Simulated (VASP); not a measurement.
# CdS (Fm-3m) in VASP: further runs

Runs on CdS. Level: r2SCAN. Tasks: single point.

Everything below comes from runs of VASP 6.6.1. Logs are shortened: lines on timing, memory, paths and dates and some standing lists are left out, and cuts for length are marked.

## 1. The cell of the first run

The structure is cubic, space group Fm-3m (No. 225). Conventional cell: a = 5.454 Å, b = 5.454 Å, c = 5.454 Å, α = 90.00°, β = 90.00°, γ = 90.00°. Cd (site symmetry m-3m) has 6 S at 2.73 Å within 3.6 Å. Within 3.6 Å of S (site symmetry m-3m) lie 6 Cd at 2.73 Å.

## 2. Single point, r2SCAN

Input file POSCAR:

```
CdS
1.0
    0.0000000000      2.7267765454      2.7267765454
    2.7267765454      0.0000000000      2.7267765454
    2.7267765454      2.7267765454      0.0000000000
Cd S
1 1
Direct
    0.0000000000      0.0000000000      0.0000000000
    0.5000000000      0.5000000000      0.5000000000
```

Input file INCAR.step1:

```
SYSTEM = CdS
PREC = Accurate ; ENCUT = 520
ISMEAR = 0 ; SIGMA = 0.01
LREAL = .FALSE. ; LASPH = .TRUE.
NELM = 80 ; NBANDS = 16
GGA = PE ; ALGO = Normal
EDIFF = 1E-4 ; LWAVE = .TRUE.
LCHARG = .FALSE.
```

Input file INCAR.step2:

```
SYSTEM = CdS
PREC = Accurate ; ENCUT = 520
EDIFF = 1E-7 ; ISMEAR = 0
SIGMA = 0.01 ; LREAL = .FALSE.
LASPH = .TRUE. ; NELM = 80
ALGO = Normal ; ISIF = 2
LWAVE = .FALSE. ; LCHARG = .FALSE.
METAGGA = R2SCAN ; LMIXTAU = .TRUE.
NBANDS = 16 ; ISTART = 1
```

Input file KPOINTS:

```
Automatic mesh
0
G
  8 8 8
  0 0 0
```

Potentials or basis: VASP PAW PBE potentials, release 64 (Cd, S).

Started as:

```
$ cat potpaw_PBE.64/Cd/POTCAR potpaw_PBE.64/S/POTCAR > POTCAR
$ cp INCAR.step1 INCAR
$ mpirun -np 1 vasp_std > vasp.out
$ cp INCAR.step2 INCAR
$ mpirun -np 1 vasp_std > vasp.out
```

OUTCAR:

```text
SYSTEM = CdS
   PREC = Accurate
   ENCUT = 520
   EDIFF = 1E-7
   ISMEAR = 0
   LREAL = .FALSE.
   LASPH = .TRUE.
   NELM = 80
   ISIF = 2
   METAGGA = R2SCAN
   ISTART = 1

 ion  position               nearest neighbor table
   1  0.000  0.000  0.000-   2 2.73   2 2.73   2 2.73   2 2.73   2 2.73   2 2.73
   2  0.500  0.500  0.500-   1 2.73   1 2.73   1 2.73   1 2.73   1 2.73   1 2.73

  LATTYP: Found a face centered cubic cell.
 ALAT       =     5.4535530908

  Lattice vectors:

 A1 = (   0.0000000000,   2.7267765454,   2.7267765454)
 A2 = (   2.7267765454,   0.0000000000,   2.7267765454)
 A3 = (   2.7267765454,   2.7267765454,   0.0000000000)

Analysis of symmetry for initial positions (statically):
=====================================================================
 Subroutine PRICEL returns:
 Original cell was already a primitive cell.

 Routine SETGRP: Setting up the symmetry group for a
 face centered cubic supercell.

 Subroutine GETGRP returns: Found 48 space group operations
 (whereof 48 operations were pure point group operations)
 out of a pool of 48 trial point group operations.

The static configuration has the point symmetry O_h .

Analysis of symmetry for dynamics (positions and initial velocities):
=====================================================================
 Subroutine PRICEL returns:
 Original cell was already a primitive cell.

 Routine SETGRP: Setting up the symmetry group for a
 face centered cubic supercell.

 Subroutine GETGRP returns: Found 48 space group operations
 (whereof 48 operations were pure point group operations)
 out of a pool of 48 trial point group operations.

The dynamic configuration has the point symmetry O_h .

 Subroutine INISYM returns: Found 48 space group operations
 (whereof 48 operations are pure point group operations),
 and found     1 'primitive' translations

----------------------------------------------------------------------------------------

                                     Primitive cell

  volume of cell :      40.5489

  direct lattice vectors                    reciprocal lattice vectors
     0.000000000  2.726776545  2.726776545    -0.183366694  0.183366694  0.183366694
     2.726776545  0.000000000  2.726776545     0.183366694 -0.183366694  0.183366694
     2.726776545  2.726776545  0.000000000     0.183366694  0.183366694 -0.183366694

  length of vectors
     3.856244372  3.856244372  3.856244372     0.317600430  0.317600430  0.317600430

  position of ions in fractional coordinates (direct lattice)
     0.000000000  0.000000000  0.000000000
     0.500000000  0.500000000  0.500000000

  ion indices of the primitive-cell ions
   primitive index   ion index
                 1           1
                 2           2

----------------------------------------------------------------------------------------

 KPOINTS: Automatic mesh

Automatic generation of k-mesh.
 Grid dimensions read from file:
 generate k-points for:    8    8    8

 Generating k-lattice:

  Cartesian coordinates                     Fractional coordinates (reciprocal lattice)
    -0.022920837  0.022920837  0.022920837     0.125000000  0.000000000  0.000000000
     0.022920837 -0.022920837  0.022920837     0.000000000  0.125000000  0.000000000
     0.022920837  0.022920837 -0.022920837     0.000000000  0.000000000  0.125000000

  Length of vectors
     0.039700054  0.039700054  0.039700054

  Shift w.r.t. Gamma in fractional coordinates (k-lattice)
     0.000000000  0.000000000  0.000000000

 Subroutine IBZKPT returns following result:
 ===========================================

 Found     29 irreducible k-points:

 Following reciprocal coordinates:
            Coordinates               Weight
  0.000000  0.000000  0.000000      1.000000
  0.125000  0.000000  0.000000      8.000000
  0.250000  0.000000  0.000000      8.000000
  0.375000  0.000000  0.000000      8.000000
  0.500000  0.000000  0.000000      4.000000
  0.125000  0.125000  0.000000      6.000000
[... 16 lines left out ...]
  0.500000  0.250000  0.125000     48.000000
 -0.375000  0.250000  0.125000     24.000000
 [... further k-points ...]
   k-points           NKPTS =     29   k-points in BZ     NKDIM =     29   number of bands    NBANDS=     16
   number of dos      NEDOS =    301   number of ions     NIONS =      2
   total plane-waves  NPLWV =  27000
   dimension x,y,z NGX =    30 NGY =   30 NGZ =   30
   dimension x,y,z NGXF=    60 NGYF=   60 NGZF=   60
   ions per type =               1   1
   NGX,Y,Z   is equivalent  to a cutoff of  12.93, 12.93, 12.93 a.u.
   NGXF,Y,Z  is equivalent  to a cutoff of  25.87, 25.87, 25.87 a.u.
 SYSTEM =  CdS
   PREC   = accura    normal or accurate (medium, high low for compatibility)
   ISTART =      1    job   : 0-new  1-cont  2-samecut
   ICHARG =      0    charge: 1-file 2-atom 10-const
   ISPIN  =      1    spin polarized calculation?
   LNONCOLLINEAR =      F non collinear calculations
   LSORBIT =      F    spin-orbit coupling
   LASPH  =      T    aspherical Exc in radial PAW
   ENCUT  =  520.0 eV  38.22 Ry    6.18 a.u.   7.17  7.17  7.17*2*pi/ulx,y,z
   NELM   =     80;   NELMIN=  2; NELMDL=  0     # of ELM steps
   EDIFF  = 0.1E-06   stopping-criterion for ELM
   LREAL  =      F    real-space projection
   EDIFFG = 0.1E-05   stopping-criterion for IOM
   NSW    =      0    number of steps for IOM
   IBRION =     -1    ionic relax: 0-MD 1-quasi-New 2-CG
   NFREE  =      0    steps in history (QN), initial steepest desc. (CG)
   ISIF   =      2    stress and relaxation
   ISYM   =      2    0-nonsym 1-usesym 2-fastsym
   POTIM  = 0.5000    time-step for ionic-motion
   TEBEG  =    0.0;   TEEND  =   0.0 temperature during run
   PSTRESS=    0.0 pullay stress
   NELECT =      18.0000    total number of electrons
   NUPDOWN=      -1.0000    fix difference up-down
   EMIN   =  10.00;   EMAX   =-10.00  energy-range for DOS
   EFERMI =   0.00;   METHOD = LEGACY
   ISMEAR =     0;   SIGMA  =   0.01  broadening in eV -4-tet -1-fermi 0-gaus
   EFERMI_NEDOS =   21; number of points for ismear=-14 and -15
   IALGO  =     38    algorithm
   IMIX   =      4    mixing-type and parameters
     AMIX     =   0.40;   BMIX     =  1.00
     AMIX_MAG =   1.60;   BMIX_MAG =  1.00
  volume/ion in A,a.u.               =      20.27       136.82
[... 32 lines left out ...]
 Fermi energy:         2.8008122828

 k-point     1 :       0.0000    0.0000    0.0000
  band No.  band energies     occupation
      1     -10.5899      2.00000
      2      -5.1076      2.00000
      3      -5.1076      2.00000
      4      -5.1069      2.00000
      5      -5.1069      2.00000
      6      -5.1069      2.00000
[... 8 lines left out ...]
     15      15.1447      0.00000
     16      15.1447      0.00000

 k-point     2 :       0.1250    0.0000    0.0000
  band No.  band energies     occupation
      1     -10.4516      2.00000
      2      -5.1589      2.00000
      3      -5.1589      2.00000
      4      -5.1224      2.00000
      5      -5.0774      2.00000
      6      -5.0774      2.00000
[... 8 lines left out ...]
     15      13.6902      0.00000
     16      14.6946      0.00000

 k-point     3 :       0.2500    0.0000    0.0000
  band No.  band energies     occupation
      1     -10.0814      2.00000
      2      -5.2788      2.00000
      3      -5.2787      2.00000
      4      -5.1796      2.00000
      5      -5.0049      2.00000
      6      -5.0049      2.00000
[... 8 lines left out ...]
     15      14.2003      0.00000
     16      14.3942      0.00000

 k-point     4 :       0.3750    0.0000    0.0000
  band No.  band energies     occupation
      1      -9.6383      2.00000
      2      -5.3931      2.00000
      3      -5.3931      2.00000
      4      -5.2904      2.00000
      5      -4.9310      2.00000
      6      -4.9310      2.00000
[... 8 lines left out ...]
     15      15.5040      0.00000
     16      15.5040      0.00000

 k-point     5 :       0.5000    0.0000    0.0000
  band No.  band energies     occupation
      1      -9.4225      2.00000
      2      -5.4390      2.00000
      3      -5.4390      2.00000
      4      -5.3671      2.00000
      5      -4.9000      2.00000
      6      -4.9000      2.00000
[... 8 lines left out ...]
     15      16.4293      0.00000
     16      16.4293      0.00000

 k-point     6 :       0.1250    0.1250    0.0000
  band No.  band energies     occupation
      1     -10.4126      2.00000
      2      -5.2143      2.00000
      3      -5.1297      2.00000
      4      -5.0915      2.00000
      5      -5.0786      2.00000
      6      -5.0786      2.00000
[... 8 lines left out ...]
     15      15.8151      0.00000
     16      16.2660      0.00000

 k-point     7 :       0.2500    0.1250    0.0000
  band No.  band energies     occupation
      1     -10.1405      2.00000
      2      -5.3009      2.00000
      3      -5.1595      2.00000
      4      -5.1576      2.00000
      5      -5.0330      2.00000
      6      -4.9977      2.00000
[... 8 lines left out ...]
     15      15.3855      0.00000
     16      16.0008      0.00000

 k-point     8 :       0.3750    0.1250    0.0000
  band No.  band energies     occupation
      1      -9.7486      2.00000
      2      -5.3512      2.00000
      3      -5.2794      2.00000
      4      -5.2133      2.00000
      5      -4.9624      2.00000
      6      -4.9213      2.00000
[... 8 lines left out ...]
     15      16.1641      0.00000
     16      16.1984      0.00000

 k-point     9 :       0.5000    0.1250    0.0000
  band No.  band energies     occupation
      1      -9.4655      2.00000
      2      -5.3802      2.00000
      3      -5.3222      2.00000
      4      -5.3026      2.00000
      5      -4.8992      2.00000
      6      -4.8934      2.00000
[... 8 lines left out ...]
     15      16.5895      0.00000
     16      17.3281      0.00000
[... 172 lines left out ...]
 k-point    19 :       0.5000    0.3750    0.0000
  band No.  band energies     occupation
      1      -9.6410      2.00000
      2      -5.2412      2.00000
      3      -5.0651      2.00000
      4      -4.8963      2.00000
      5      -4.8518      2.00000
      6      -4.3689      2.00000
[... 8 lines left out ...]
     15      17.6818      0.00000
     16      18.5979      0.00000

 k-point    20 :      -0.3750    0.3750    0.0000
  band No.  band energies     occupation
      1      -9.5354      2.00000
      2      -5.2199      2.00000
      3      -5.1927      2.00000
      4      -4.9770      2.00000
      5      -4.8683      2.00000
      6      -4.4087      2.00000
[... 8 lines left out ...]
     15      16.3187      0.00000
     16      19.3781      0.00000

 k-point    21 :       0.5000    0.5000    0.0000
  band No.  band energies     occupation
      1      -9.6722      2.00000
      2      -5.2628      2.00000
      3      -4.9973      2.00000
      4      -4.8344      2.00000
      5      -4.8344      2.00000
      6      -4.1006      2.00000
[... 8 lines left out ...]
     15      17.8829      0.00000
     16      18.1040      0.00000

 k-point    22 :       0.3750    0.2500    0.1250
  band No.  band energies     occupation
      1      -9.8793      2.00000
      2      -5.3100      2.00000
      3      -5.2095      2.00000
      4      -5.1705      2.00000
      5      -4.9894      2.00000
      6      -4.9153      2.00000
[... 8 lines left out ...]
     15      16.6139      0.00000
     16      17.6414      0.00000

 k-point    23 :       0.5000    0.2500    0.1250
  band No.  band energies     occupation
      1      -9.5951      2.00000
      2      -5.3132      2.00000
      3      -5.2450      2.00000
      4      -5.1689      2.00000
      5      -4.9265      2.00000
      6      -4.8296      2.00000
[... 8 lines left out ...]
     15      17.1553      0.00000
     16      17.7679      0.00000

 k-point    24 :      -0.3750    0.2500    0.1250
  band No.  band energies     occupation
      1      -9.4696      2.00000
      2      -5.3557      2.00000
      3      -5.2078      2.00000
      4      -5.1630      2.00000
      5      -4.8895      2.00000
      6      -4.7895      2.00000
[... 8 lines left out ...]
     15      15.9039      0.00000
     16      18.0620      0.00000

 [... further k-points ...]
[... 5 lines left out ...]
  --------------------------------------------------------------------------------------
  -------------------------------------------------------------------------------------
  Total        0.1199716      0.1199716      0.1199716      0.0000000      0.0000000     -0.0000000
  in kB        4.7403501      4.7403501      4.7403501      0.0000000      0.0000000     -0.0000000
  external PRESSURE =       4.7403501 kB  Pullay stress =       0.0000000 kB

 VOLUME and BASIS-vectors are now :
 -----------------------------------------------------------------------------
  energy-cutoff  :      520.00
  volume of cell :       40.55
      direct lattice vectors                 reciprocal lattice vectors
     0.000000000  2.726776545  2.726776545    -0.183366694  0.183366694  0.183366694
     2.726776545  0.000000000  2.726776545     0.183366694 -0.183366694  0.183366694
     2.726776545  2.726776545  0.000000000     0.183366694  0.183366694 -0.183366694

 POSITION                                       TOTAL-FORCE (eV/Angst)
 -----------------------------------------------------------------------------------
      0.00000      0.00000      0.00000         0.000000     -0.000000     -0.000000
      2.72678      2.72678      2.72678        -0.000000      0.000000      0.000000
 -----------------------------------------------------------------------------------
    total drift:                               -0.000000      0.000000      0.000000

  FREE ENERGIE OF THE ION-ELECTRON SYSTEM (eV)
  ---------------------------------------------------
  free  energy   TOTEN  =       -29.5243614408 eV

  energy  without entropy=      -29.5243614408  energy(sigma->0) =      -29.52436144
```

Run time: 94 s. Hardware: 1 thread of Intel Xeon Platinum 8259CL at 2.50GHz (Skylake/Cascade Lake), shared host; peak memory 0.18 GiB.

What came out:

```
Free energy            : -29.5244 eV
Pressure               : 0.5 GPa
Band gap on the k mesh : 0.73 eV, indirect (least direct gap 2.35 eV)
```

Caveat: the PAW data sets were made with another functional, which shifts forces and pressure a little. A k mesh can miss the band edges.

## 3. Single point, r2SCAN (strain +0.5%)

Input file POSCAR:

```
CdS
1.0
    0.0000000000      2.7404104281      2.7404104281
    2.7404104281      0.0000000000      2.7404104281
    2.7404104281      2.7404104281      0.0000000000
Cd S
1 1
Direct
    0.0000000000      0.0000000000      0.0000000000
    0.5000000000      0.5000000000      0.5000000000
```

Input file INCAR.step1:

```
SYSTEM = CdS
  PREC = Accurate
  ENCUT = 520
  ISMEAR = 0
  SIGMA = 0.01
  LREAL = .False.
  LASPH = .True.
  NELM = 60
  NBANDS = 16
  GGA = PE
  ALGO = Normal
  EDIFF = 1E-4
  LWAVE = .True.
  LCHARG = .False.
```

Input file INCAR.step2:

```
SYSTEM = CdS
  PREC = Accurate
  ENCUT = 520
  EDIFF = 1E-6
  ISMEAR = 0
  SIGMA = 0.01
  LREAL = .False.
  LASPH = .True.
  NELM = 60
  ALGO = Normal
  ISIF = 2
  LWAVE = .False.
  LCHARG = .False.
  METAGGA = R2SCAN
  LMIXTAU = .True.
  NBANDS = 16
  ISTART = 1
```

Input file KPOINTS:

```
Automatic mesh
0
Gamma
  8 8 8
  0 0 0
```

Potentials or basis: VASP PAW PBE potentials, release 64 (Cd, S).

Started as:

```
$ cat potpaw_PBE.64/Cd/POTCAR potpaw_PBE.64/S/POTCAR > POTCAR
$ cp INCAR.step1 INCAR
$ mpirun -np 1 vasp_std > vasp.out
$ cp INCAR.step2 INCAR
$ mpirun -np 1 vasp_std > vasp.out
```

Wall time 1.8 min (1 thread of Intel Xeon Platinum 8259CL at 2.50GHz (Skylake/Cascade Lake), shared host); peak memory 0.18 GiB.

It converged, with:

```yaml
Free_energy: -29.5239 eV
Pressure: -0.7 GPa
Band_gap_on_the_k_mesh: 0.73 eV, indirect (least direct gap 2.25 eV)
```

Levels at points of the mesh, in eV from the valence-band top:
| k point | band 7 | band 8 | band 9 | band 10 | band 11 | band 12 |
| --- | --- | --- | --- | --- | --- | --- |
| (0.00, 0.00, 0.00) | -0.73 | -0.73 | -0.73 | 1.51 | 9.73 | 9.73 |
| (0.50, 0.00, 0.00) | -4.84 | 0.00 | 0.00 | 4.07 | 6.47 | 6.47 |
| (0.50, 0.50, 0.00) | -4.25 | -2.14 | -2.14 | 0.73 | 6.44 | 10.68 |

Caveat: the cell differs from its parent crystal (strain +0.5%); the PAW data sets were made with another functional, which shifts forces and pressure a little. A k mesh can miss the band edges.

## 4. Single point, r2SCAN (strain +4.0%)

Input file POSCAR:

```
CdS
1.0
    0.0000000000      2.8358476072      2.8358476072
    2.8358476072      0.0000000000      2.8358476072
    2.8358476072      2.8358476072      0.0000000000
Cd S
1 1
Direct
    0.0000000000      0.0000000000      0.0000000000
    0.5000000000      0.5000000000      0.5000000000
```

Input file INCAR.step1:

```
SYSTEM = CdS
ALGO = Normal ; EDIFF = 1E-4
ENCUT = 520 ; GGA = PE
ISMEAR = 0 ; LASPH = .True.
LCHARG = .False. ; LREAL = .False.
LWAVE = .True. ; NBANDS = 16
NELM = 60 ; PREC = Accurate
SIGMA = 0.01
```

Input file INCAR.step2:

```
SYSTEM = CdS
ALGO = Normal ; EDIFF = 1E-7
ENCUT = 520 ; ISIF = 2
ISMEAR = 0 ; ISTART = 1
LASPH = .True. ; LCHARG = .False.
LMIXTAU = .True. ; LREAL = .False.
LWAVE = .False. ; METAGGA = R2SCAN
NBANDS = 16 ; NELM = 60
PREC = Accurate ; SIGMA = 0.01
```

Input file KPOINTS:

```
k-points
0
Gamma
  8 8 8
  0 0 0
```

Started as:

```
$ cat potpaw_PBE.64/Cd/POTCAR potpaw_PBE.64/S/POTCAR > POTCAR
$ cp INCAR.step1 INCAR
$ mpirun -np 1 vasp_std > vasp.out
$ cp INCAR.step2 INCAR
$ mpirun -np 1 vasp_std > vasp.out
```

Wall time 1.7 min (1 thread of Intel Xeon Platinum 8259CL at 2.50GHz (Skylake/Cascade Lake), shared host); peak memory 0.18 GiB.

Results (log left out):

| Property | Result |
| --- | --- |
| Free energy | -29.4065 eV |
| Pressure | -7.1 GPa |
| Band gap on the k mesh | 0.70 eV, indirect (least direct gap 1.57 eV) |

Levels at points of the mesh, in eV from the valence-band top:
| k point | band 6 | band 7 | band 8 | band 9 | band 10 | band 11 | band 12 | band 13 |
| --- | --- | --- | --- | --- | --- | --- | --- | --- |
| (0.00, 0.00, 0.00) | -7.69 | -0.54 | -0.54 | -0.54 | 1.03 | 9.67 | 9.67 | 9.67 |
| (0.50, 0.00, 0.00) | -7.56 | -4.35 | -0.01 | -0.01 | 4.09 | 6.49 | 6.49 | 6.57 |
| (0.50, 0.50, 0.00) | -6.98 | -3.61 | -1.76 | -1.76 | 0.70 | 6.55 | 9.94 | 11.33 |

Caveat: the cell differs from its parent crystal (strain +4.0%); the PAW data sets were made with another functional, which shifts forces and pressure a little. A k mesh can miss the band edges.

## 5. Overview

```csv
cell,gap on the mesh (eV),pressure (GPa)
"a = 3.856 Å, angles 60.0°, 2 atoms",0.73,0.5
"a = 3.876 Å, angles 60.0°, 2 atoms",0.73,-0.7
"a = 4.010 Å, angles 60.0°, 2 atoms",0.70,-7.1
```

Alike in all rows: task single point; level r2SCAN; potentials or basis VASP PAW PBE potentials, release 64 (Cd, S); no spin polarisation; k mesh 8 × 8 × 8; cutoff (eV) 520; smearing gaussian 0.01 eV.

Caveats: the PAW data sets were made with another functional, which shifts forces and pressure a little.

Absolute energies hang on the potentials; compare differences alone.
